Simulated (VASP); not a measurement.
**Yb: single point with PBEsol**

The system is Yb.

```
Yb
1.0
     0.00000    4.15890    4.15890
     4.15890    0.00000    4.15890
     4.15890    4.15890    0.00000
Yb
2
Direct
  0.00000 0.00000 0.00000
  0.25000 0.25000 0.25000
```

This isn't the form of Yb at room conditions, which is fcc.

```
Program             : VASP 6.6.1
Task                : single point
Functional          : PBEsol
Potentials or basis : VASP PAW PBE potentials, release 64 (Yb)
Cutoff              : 520 eV
k mesh              : 8 × 8 × 8
Occupations         : fermi-dirac, width 0.136057 eV
Spin                : no spin polarisation
```

* Pressure: 0.1 GPa
* Band gap on the k mesh: zero (bands 24 and 25 overlap by 1.14 eV)

Levels at points of the mesh, in eV from the Fermi level:
```csv
k point,band 22,band 23,band 24,band 25,band 26,band 27
"(0.00, 0.00, 0.00)",-0.64,-0.64,0.96,0.96,0.96,1.11
"(0.50, 0.00, 0.00)",-0.66,-0.65,-0.64,0.82,0.90,0.90
"(0.50, 0.50, 0.00)",-0.66,-0.66,-0.66,0.13,0.13,1.26
```

It took 8.5 min on 1 thread of Intel Xeon 8259CL (shared host), peak memory 0.38 GiB.

Caveat: the PAW data sets were made with another functional, which shifts forces and pressure a little; spin-orbit coupling is left out, which moves the levels of the heavy elements. Spin polarisation is off, so any magnetic state and its effect on volume and gap are missing.
